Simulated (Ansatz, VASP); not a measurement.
Tc: VASP beside Ansatz

```
CELL_PARAMETERS angstrom
2.74000 0.00000 0.00000
-1.37000 2.37291 0.00000
0.00000 0.00000 4.39800
ATOMIC_POSITIONS crystal
Tc 0.66667 0.33333 0.75000
Tc 0.33333 0.66667 0.25000
```

Alike in both runs: functional PBEsol; k mesh 11 × 11 × 6; occupations fermi-dirac, width 0.05 eV; non-collinear spin, spin-orbit coupling.

|  | VASP | Ansatz |
| --- | --- | --- |
| version | VASP 6.6.1 | Ansatz 0.2.0 |
| potentials or method | VASP PAW PBE potentials, release 64 (Tc_pv) | Ansatz PAW earlier set |
| plane-wave cutoff (eV) | 520 | 500 |
| valence electrons in the cell | 26 | 30 |
| task | single point | band structure |

```tsv
	VASP	Ansatz	Ansatz less VASP
pressure (GPa)	-7.0	-6.4	+0.62
traceless stress, the component that is largest in VASP (GPa)	-0.24	-0.20	+0.047
net moment per atom (μB)	0.00	0.00	0.000
```

VASP's potentials were made for PBE, not for PBEsol. VASP's potentials hold 26 valence electrons a cell and Ansatz's 30, so a difference there can come from the potentials and not from the codes.
